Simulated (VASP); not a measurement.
# SiC (P6_3mc) in VASP: notebook

The runs below take SiC through single point, with HSE06.

All numbers are computed with VASP 6.6.1; they aren't measurements. Logs are shortened: lines on timing, memory, paths and dates and some standing lists are left out, and cuts for length are marked.

### Step 1. The cell of the first run

The structure is hexagonal, space group P6_3mc (No. 186). The conventional cell has a = 2.985 Å, b = 2.985 Å, c = 9.774 Å, α = 90.00°, β = 90.00°, γ = 120.00°. Within 2.4 Å of Si (site symmetry 3m) lie 4 C at 1.83 Å. Si (site symmetry 3m) has 4 C at 1.83 to 1.84 Å within 2.4 Å. Within 2.4 Å of C (site symmetry 3m) lie 4 Si at 1.83 Å. Within 2.4 Å of C (site symmetry 3m) lie 4 Si at 1.83 to 1.84 Å.

### Step 2. Single point, HSE06 (strain -3.0%)

File POSCAR:

```
SiC
1.0
    2.9852283820      0.0000000000      0.0000000000
   -1.4926141910      2.5852836149      0.0000000000
    0.0000000000      0.0000000000      9.7744211025
Si C
4 4
Direct
    0.0000000000      0.0000000000     -0.0001885079
    0.3333333333      0.6666666667      0.2499845726
    0.0000000000      0.0000000000      0.4998114921
    0.6666666667      0.3333333333      0.7499845726
    0.0000000000      0.0000000000      0.1872875697
    0.3333333333      0.6666666667      0.4379163656
    0.0000000000      0.0000000000      0.6872875697
    0.6666666667      0.3333333333      0.9379163656
```

File INCAR.step1:

```
SYSTEM = SiC
PREC     = Accurate       ! precision mode
ENCUT    = 520            ! plane-wave cutoff, eV
EDIFF    = 1E-5           ! SCF threshold, eV
ISMEAR   = 0              ! smearing method
SIGMA    = 0.01           ! smearing width, eV
LREAL    = .False.        ! projectors in reciprocal space
LASPH    = .True.         ! aspherical terms in the spheres
NELM     = 60             ! most SCF steps
ALGO     = Normal         ! electronic algorithm
ISIF     = 2              ! what is computed and relaxed
LWAVE    = .True.         ! write WAVECAR
LCHARG   = .False.        ! write CHGCAR
NBANDS   = 26             ! bands
GGA      = PE             ! functional
```

File INCAR.step2:

```
SYSTEM = SiC
PREC     = Accurate       ! precision mode
ENCUT    = 520            ! plane-wave cutoff, eV
EDIFF    = 1E-7           ! SCF threshold, eV
ISMEAR   = 0              ! smearing method
SIGMA    = 0.01           ! smearing width, eV
LREAL    = .False.        ! projectors in reciprocal space
LASPH    = .True.         ! aspherical terms in the spheres
NELM     = 60             ! most SCF steps
ALGO     = Normal         ! electronic algorithm
ISIF     = 2              ! what is computed and relaxed
LWAVE    = .False.        ! write WAVECAR
LCHARG   = .False.        ! write CHGCAR
GGA      = PE             ! functional
LHFCALC  = .True.         ! exact exchange
HFSCREEN = 0.2079         ! screening, 1/A
PRECFOCK = Fast         
NBANDS   = 26             ! bands
ISTART   = 1
```

File KPOINTS:

```
regular mesh
0
Gamma
  6 6 2
  0 0 0
```

Potentials or basis: VASP PAW PBE potentials, release 64 (Si, C).

Command:

```console
$ cat potpaw_PBE.64/Si/POTCAR potpaw_PBE.64/C/POTCAR > POTCAR
$ cp INCAR.step1 INCAR
$ mpirun -np 1 vasp_std > vasp.out
$ cp INCAR.step2 INCAR
$ mpirun -np 1 vasp_std > vasp.out
```

OUTCAR:

```text
SYSTEM = SiC
   PREC = Accurate
   ENCUT = 520
   EDIFF = 1E-7
   ISMEAR = 0
   LREAL = .False.
   LASPH = .True.
   NELM = 60
   ISIF = 2
   GGA = PE
   LHFCALC = .True.
   HFSCREEN = 0.2079
   PRECFOCK = Fast
   ISTART = 1

 ion  position               nearest neighbor table
   1  0.000  0.000  1.000-   8 1.83   8 1.83   8 1.83   5 1.83   4 2.99   4 2.99   4 2.99   2 2.99
                             2 2.99   2 2.99
   2  0.333  0.667  0.250-   5 1.83   5 1.83   5 1.83   6 1.84   3 2.99   3 2.99   3 2.99   1 2.99
                             1 2.99   1 2.99
   3  0.000  0.000  0.500-   6 1.83   6 1.83   6 1.83   7 1.83   2 2.99   2 2.99   2 2.99   4 2.99
                             4 2.99   4 2.99
   4  0.667  0.333  0.750-   7 1.83   7 1.83   7 1.83   8 1.84   1 2.99   1 2.99   1 2.99   3 2.99
                             3 2.99   3 2.99
   5  0.000  0.000  0.187-   2 1.83   2 1.83   2 1.83   1 1.83
   6  0.333  0.667  0.438-   3 1.83   3 1.83   3 1.83   2 1.84
   7  0.000  0.000  0.687-   4 1.83   4 1.83   4 1.83   3 1.83
   8  0.667  0.333  0.938-   1 1.83   1 1.83   1 1.83   4 1.84

  LATTYP: Found a hexagonal cell.
 ALAT       =     2.9852283820
 C/A-ratio  =     3.2742624187

  Lattice vectors:

 A1 = (   2.9852283820,   0.0000000000,   0.0000000000)
 A2 = (  -1.4926141910,   2.5852836149,   0.0000000000)
 A3 = (   0.0000000000,   0.0000000000,   9.7744211025)

Analysis of symmetry for initial positions (statically):
=====================================================================
 Subroutine PRICEL returns:
 Original cell was already a primitive cell.

 Routine SETGRP: Setting up the symmetry group for a
 hexagonal supercell.

 Subroutine GETGRP returns: Found 12 space group operations
 (whereof  6 operations were pure point group operations)
 out of a pool of 24 trial point group operations.

The static configuration has the point symmetry C_3v.
 The point group associated with its full space group is C_6v.

Analysis of symmetry for dynamics (positions and initial velocities):
=====================================================================
 Subroutine PRICEL returns:
 Original cell was already a primitive cell.

 Routine SETGRP: Setting up the symmetry group for a
 hexagonal supercell.

 Subroutine GETGRP returns: Found 12 space group operations
 (whereof  6 operations were pure point group operations)
 out of a pool of 24 trial point group operations.

The dynamic configuration has the point symmetry C_3v.
 The point group associated with its full space group is C_6v.

 Subroutine INISYM returns: Found 12 space group operations
 (whereof  6 operations are pure point group operations),
 and found     1 'primitive' translations

----------------------------------------------------------------------------------------

                                     Primitive cell

  volume of cell :      75.4357

  direct lattice vectors                    reciprocal lattice vectors
     2.985228382  0.000000000  0.000000000     0.334982746  0.193402378  0.000000000
    -1.492614191  2.585283615  0.000000000     0.000000000  0.386804757  0.000000000
     0.000000000  0.000000000  9.774421102     0.000000000  0.000000000  0.102307849

  length of vectors
     2.985228382  2.985228382  9.774421102     0.386804757  0.386804757  0.102307849

  position of ions in fractional coordinates (direct lattice)
     0.000000000  0.000000000  0.999811492
     0.333333333  0.666666667  0.249984573
     0.000000000  0.000000000  0.499811492
     0.666666667  0.333333333  0.749984573
     0.000000000  0.000000000  0.187287570
     0.333333333  0.666666667  0.437916366
     0.000000000  0.000000000  0.687287570
     0.666666667  0.333333333  0.937916366

  ion indices of the primitive-cell ions
   primitive index   ion index
                 1           1
                 2           2
                 3           3
                 4           4
                 5           5
                 6           6
                 7           7
                 8           8

[... 49 lines left out ...]
  Thomas-Fermi vector in A             =   2.364940
   LORBIT       =      0    0 simple, 1 ext, 2 COOP (PROOUT), +10 PAW based schemes
   GGA     = PE    functional components
   LHFCALC =     T    Hartree Fock is set to
   PRECFOCK=fast      Normal, Fast or Accurate (Low or Medium for compatibility)
   ENCUT4O =  -1.0   cutoff for four orbital integrals eV
   NKREDX  =     1    reduce k-point grid by
   NKREDY  =     1    reduce k-point grid by
   NKREDZ  =     1    reduce k-point grid by
   AEXX    =    0.2500 exact exchange contribution
   HFSCREEN=    0.2079 screening length (either q_TF or 0.3 A-1)
   HFSCREENC=   0.2079 screening length for correlation (either q_TF or 0.3 A-1)
   ENCUTFOCK=  -1.0 apply spherical cutoff to Coloumb kernel
   IVDW    =     0    specifies the selected vdW correction
   LEPSILON=     F    determine dielectric tensor
   LRPA    =     F    only Hartree local field effects (RPA)
 non-spin polarized calculation
 Gauss-broadening in eV      SIGMA  =   0.01
  energy-cutoff  :      520.00
  volume of cell :       75.44
 maximum number of plane-waves:      2077
 NGX is ok and might be reduce to    24
  NGX = 14; NGY = 14; NGZ = 48

 number of electron      32.0000000 magnetization

 Free energy of the ion-electron system (eV)
  ---------------------------------------------------
  ext. energy  EPLUGINS =         0.00000000
  ---------------------------------------------------
  free energy    TOTEN  =       -69.23394335 eV

  energy without entropy =      -69.23394335  energy(sigma->0) =      -69.23394335

 E-fermi :   8.7034     XC(G=0):  -9.6670

 val. band max:        8.6219383698   @ k =   0.0000   0.0000   0.0000
 cond. band min:      11.8051935840   @ k =   0.5000   0.0000   0.0000
 fundamental gap:      3.1832552142
 Fermi energy:         8.7034362875

 k-point     1 :       0.0000    0.0000    0.0000
  band No.  band energies     occupation
      1      -9.2437      2.00000
      2      -7.8656      2.00000
      3      -7.8278      2.00000
      4      -5.0179      2.00000
      5      -1.3846      2.00000
      6       3.6297      2.00000
[... 18 lines left out ...]
     25      18.0829      0.00000
     26      18.5675      0.00000
[... 354 lines left out ...]
      4      -3.7370      2.00000
      5       0.2056      2.00000
      6       0.2056      2.00000
[... 18 lines left out ...]
     25      21.4574      0.00000
     26      21.4991      0.00000

------------------------ aborting loop because EDIFF is reached ----------------------------------------

  FORCE on cell =-STRESS in cart. coord.  units (eV):
  Direction    XX          YY          ZZ          XY          YZ          ZX
  --------------------------------------------------------------------------------------
  -------------------------------------------------------------------------------------
  Total       11.0137029     11.0137029     10.7052277      0.0000000      0.0000000     -0.0000000
  in kB      233.9198821    233.9198821    227.3681819      0.0000000      0.0000000     -0.0000000
  external PRESSURE =     231.7359820 kB  Pullay stress =       0.0000000 kB

 VOLUME and BASIS-vectors are now :
 -----------------------------------------------------------------------------
  energy-cutoff  :      520.00
  volume of cell :       75.44
      direct lattice vectors                 reciprocal lattice vectors
     2.985228382  0.000000000  0.000000000     0.334982746  0.193402378  0.000000000
    -1.492614191  2.585283615  0.000000000     0.000000000  0.386804757  0.000000000
     0.000000000  0.000000000  9.774421102     0.000000000  0.000000000  0.102307849

 POSITION                                       TOTAL-FORCE (eV/Angst)
 -----------------------------------------------------------------------------------
      0.00000      0.00000      9.77258         0.000000     -0.000000     -0.011861
     -0.00000      1.72352      2.44345         0.000000     -0.000000     -0.008551
      0.00000      0.00000      4.88537         0.000000     -0.000000     -0.011861
      1.49261      0.86176      7.33067         0.000000     -0.000000     -0.008551
      0.00000      0.00000      1.83063        -0.000000     -0.000000      0.011011
     -0.00000      1.72352      4.28038         0.000000     -0.000000      0.009402
      0.00000      0.00000      6.71784         0.000000      0.000000      0.011011
      1.49261      0.86176      9.16759        -0.000000      0.000000      0.009402
 -----------------------------------------------------------------------------------
    total drift:                                0.000000     -0.000000      0.000670

  FREE ENERGIE OF THE ION-ELECTRON SYSTEM (eV)
  ---------------------------------------------------
  free  energy   TOTEN  =       -69.2339433453 eV

  energy  without entropy=      -69.2339433453  energy(sigma->0) =      -69.23394335
```

It took 19 min on 1 thread of Intel Xeon 6975P-C (Granite Rapids), shared host; peak memory 0.32 GiB.

What came out:

```yaml
Free_energy: -69.2339 eV
Pressure: 23.2 GPa
Largest_force: 0.012 eV/Å
Band_gap_on_the_k_mesh: 3.18 eV (least direct gap 4.44 eV)
```

Forces in eV/Å, atoms in the order of the input:
```
Si   0.000  0.000 -0.012
Si   0.000  0.000 -0.009
Si   0.000  0.000 -0.012
Si   0.000  0.000 -0.009
C    0.000  0.000  0.011
C    0.000  0.000  0.009
C    0.000  0.000  0.011
C    0.000  0.000  0.009
```

Stress tensor (GPa, compression positive):
```
23.39  0.00  0.00
 0.00 23.39  0.00
 0.00  0.00 22.74
```

Caveat: the cell differs from its parent crystal (strain -3.0%); the cell stands under pressure; the PAW data sets were made with another functional, which shifts forces and pressure a little. A k mesh can miss the band edges.

### Step 3. Single point, HSE06

This run uses another cell than the first one, of 10.33 Å³/atom.

File POSCAR:

```
SiC
1.0
    3.0775550330      0.0000000000      0.0000000000
   -1.5387775165      2.6652408402      0.0000000000
    0.0000000000      0.0000000000     10.0767227861
Si C
4 4
Direct
    0.0000000000      0.0000000000     -0.0001405667
    0.3333333333      0.6666666667      0.2499083817
    0.0000000000      0.0000000000      0.4998594333
    0.6666666667      0.3333333333      0.7499083817
    0.0000000000      0.0000000000      0.1872833963
    0.3333333333      0.6666666667      0.4379487887
    0.0000000000      0.0000000000      0.6872833963
    0.6666666667      0.3333333333      0.9379487887
```

File INCAR.step1:

```
PREC     = Accurate       # precision mode
ENCUT    = 520            # plane-wave cutoff, eV
EDIFF    = 1E-5           # SCF threshold, eV
ISMEAR   = 0              # smearing method
SIGMA    = 0.01           # smearing width, eV
LREAL    = F              # projectors in reciprocal space
LASPH    = T              # aspherical terms in the spheres
NELM     = 80             # most SCF steps
ALGO     = Normal         # electronic algorithm
ISIF     = 2              # what is computed and relaxed
LWAVE    = T              # write WAVECAR
LCHARG   = F              # write CHGCAR
NBANDS   = 26             # bands
GGA      = PE             # functional
```

File INCAR.step2:

```
PREC     = Accurate       # precision mode
ENCUT    = 520            # plane-wave cutoff, eV
EDIFF    = 1E-6           # SCF threshold, eV
ISMEAR   = 0              # smearing method
SIGMA    = 0.01           # smearing width, eV
LREAL    = F              # projectors in reciprocal space
LASPH    = T              # aspherical terms in the spheres
NELM     = 80             # most SCF steps
ALGO     = Normal         # electronic algorithm
ISIF     = 2              # what is computed and relaxed
LWAVE    = F              # write WAVECAR
LCHARG   = F              # write CHGCAR
GGA      = PE             # functional
LHFCALC  = T              # exact exchange
HFSCREEN = 0.2079         # screening, 1/A
PRECFOCK = Fast         
NBANDS   = 26             # bands
ISTART   = 1
```

File KPOINTS:

```
regular mesh
0
Gamma
  6 6 2
```

Potentials or basis: VASP PAW PBE potentials, release 64 (Si, C).

Command:

```console
$ cat potpaw_PBE.64/Si/POTCAR potpaw_PBE.64/C/POTCAR > POTCAR
$ cp INCAR.step1 INCAR
$ mpirun -np 1 vasp_std > vasp.out
$ cp INCAR.step2 INCAR
$ mpirun -np 1 vasp_std > vasp.out
```

It took 51 min on 1 thread of Oxide Virtual Turin-like, shared host; peak memory 0.29 GiB.

The run converged. Its results:

```
Free energy            : -69.6847 eV
Pressure               : -1.5 GPa
Largest force          : 0.015 eV/Å
Band gap on the k mesh : 3.14 eV (least direct gap 4.38 eV)
```

Forces on the atoms (eV/Å):
```
Si   0.000  0.000 -0.015
Si   0.000  0.000 -0.007
Si   0.000  0.000 -0.015
Si   0.000  0.000 -0.007
C    0.000  0.000  0.013
C    0.000  0.000  0.009
C    0.000  0.000  0.013
C    0.000  0.000  0.009
```

Stress tensor (GPa, compression positive):
```
-1.44  0.00  0.00
 0.00 -1.44  0.00
 0.00  0.00 -1.74
```

Levels at points of the mesh, in eV from the valence-band top:
```csv
k point,band 12,band 13,band 14,band 15,band 16,band 17,band 18,band 19,band 20,band 21
"(0.00, 0.00, 0.00)",-0.64,-0.64,-0.05,0.00,0.00,6.28,6.89,7.56,7.59,8.23
"(0.50, 0.00, 0.00)",-2.62,-2.60,-2.43,-1.72,-1.24,3.14,3.29,5.28,5.86,6.42
"(0.00, 0.00, 0.50)",-1.15,-0.23,-0.23,-0.23,-0.23,6.50,6.50,8.04,8.04,8.32
"(0.50, 0.00, 0.50)",-3.32,-2.69,-2.69,-1.71,-1.71,3.58,3.58,5.27,5.27,7.31
```

Caveat: the PAW data sets were made with another functional, which shifts forces and pressure a little.

### Step 4. Single point, HSE06 (strain +2.0%)

File POSCAR:

```
SiC
1.0
    3.1391061337      0.0000000000      0.0000000000
   -1.5695530668      2.7185456570      0.0000000000
    0.0000000000      0.0000000000     10.2782572418
Si C
4 4
Direct
    0.0000000000      0.0000000000     -0.0001116998
    0.3333333333      0.6666666667      0.2498557241
    0.0000000000      0.0000000000      0.4998883002
    0.6666666667      0.3333333333      0.7498557241
    0.0000000000      0.0000000000      0.1872746013
    0.3333333333      0.6666666667      0.4379813744
    0.0000000000      0.0000000000      0.6872746013
    0.6666666667      0.3333333333      0.9379813744
```

File INCAR.step1:

```
SYSTEM = SiC
PREC     = Accurate       ! precision mode
ENCUT    = 520            ! plane-wave cutoff, eV
EDIFF    = 1E-5           ! SCF threshold, eV
ISMEAR   = 0              ! smearing method
SIGMA    = 0.01           ! smearing width, eV
LREAL    = .False.        ! projectors in reciprocal space
LASPH    = .True.         ! aspherical terms in the spheres
NELM     = 80             ! most SCF steps
ALGO     = Normal         ! electronic algorithm
ISIF     = 2              ! what is computed and relaxed
LWAVE    = .True.         ! write WAVECAR
LCHARG   = .False.        ! write CHGCAR
NBANDS   = 26             ! bands
GGA      = PE             ! functional
```

File INCAR.step2:

```
SYSTEM = SiC
PREC     = Accurate       ! precision mode
ENCUT    = 520            ! plane-wave cutoff, eV
EDIFF    = 1E-6           ! SCF threshold, eV
ISMEAR   = 0              ! smearing method
SIGMA    = 0.01           ! smearing width, eV
LREAL    = .False.        ! projectors in reciprocal space
LASPH    = .True.         ! aspherical terms in the spheres
NELM     = 80             ! most SCF steps
ALGO     = Normal         ! electronic algorithm
ISIF     = 2              ! what is computed and relaxed
LWAVE    = .False.        ! write WAVECAR
LCHARG   = .False.        ! write CHGCAR
GGA      = PE             ! functional
LHFCALC  = .True.         ! exact exchange
HFSCREEN = 0.2079         ! screening, 1/A
PRECFOCK = Fast         
NBANDS   = 26             ! bands
ISTART   = 1
```

File KPOINTS:

```
regular mesh
0
Gamma
  6 6 2
  0 0 0
```

Command:

```console
$ cat potpaw_PBE.64/Si/POTCAR potpaw_PBE.64/C/POTCAR > POTCAR
$ cp INCAR.step1 INCAR
$ mpirun -np 1 vasp_std > vasp.out
$ cp INCAR.step2 INCAR
$ mpirun -np 1 vasp_std > vasp.out
```

Run time: 16 min. Hardware: 1 thread of AMD EPYC 9755, shared host; peak memory 0.29 GiB.

It converged, with:

```
Free energy            : -69.4383 eV
Pressure               : -13.6 GPa
Largest force          : 0.016 eV/Å
Band gap on the k mesh : 3.11 eV (least direct gap 4.33 eV)
```

Forces in eV/Å, atoms in the order of the input:
```
Si   0.000  0.000 -0.016
Si   0.000  0.000 -0.006
Si   0.000  0.000 -0.016
Si   0.000  0.000 -0.006
C    0.000  0.000  0.014
C    0.000  0.000  0.008
C    0.000  0.000  0.014
C    0.000  0.000  0.008
```

Stress tensor (GPa, compression positive):
```
-13.53   0.00   0.00
  0.00 -13.53   0.00
  0.00   0.00 -13.66
```

Levels at points of the mesh, in eV from the valence-band top:
```
           k point  band 14  band 15  band 16  band 17  band 18  band 19
(0.00, 0.00, 0.00)    -0.05     0.00     0.00     5.73     6.34     6.86
(0.50, 0.00, 0.00)    -2.37    -1.67    -1.22     3.11     3.22     5.08
(0.00, 0.00, 0.50)    -0.22    -0.22    -0.22     5.95     5.95     7.43
(0.50, 0.00, 0.50)    -2.60    -1.67    -1.67     3.52     3.52     5.09
```

Caveat: the cell differs from its parent crystal (strain +2.0%); the cell stands under tension; the PAW data sets were made with another functional, which shifts forces and pressure a little. A k mesh can miss the band edges.

### Step 5. Overview

| cell | gap on the mesh (eV) | pressure (GPa) | largest force (eV/Å) |
| --- | --- | --- | --- |
| a = 2.985, b = 2.985, c = 9.774 Å, angles 90.0, 90.0, 120.0°, 8 atoms | 3.18 | 23.2 | 0.01 |
| a = 3.078, b = 3.078, c = 10.077 Å, angles 90.0, 90.0, 120.0°, 8 atoms | 3.14 | -1.5 | 0.01 |
| a = 3.139, b = 3.139, c = 10.278 Å, angles 90.0, 90.0, 120.0°, 8 atoms | 3.11 | -13.6 | 0.02 |

Alike in all rows: task single point; level HSE06; potentials or basis VASP PAW PBE potentials, release 64 (Si, C); no spin polarisation; k mesh 6 × 6 × 2; cutoff (eV) 520; smearing gaussian 0.01 eV.

Caveats: the PAW data sets were made with another functional, which shifts forces and pressure a little; the cell stands under pressure (at least some runs); the cell stands under tension (at least some runs).

Absolute energies hang on the potentials; compare differences alone.
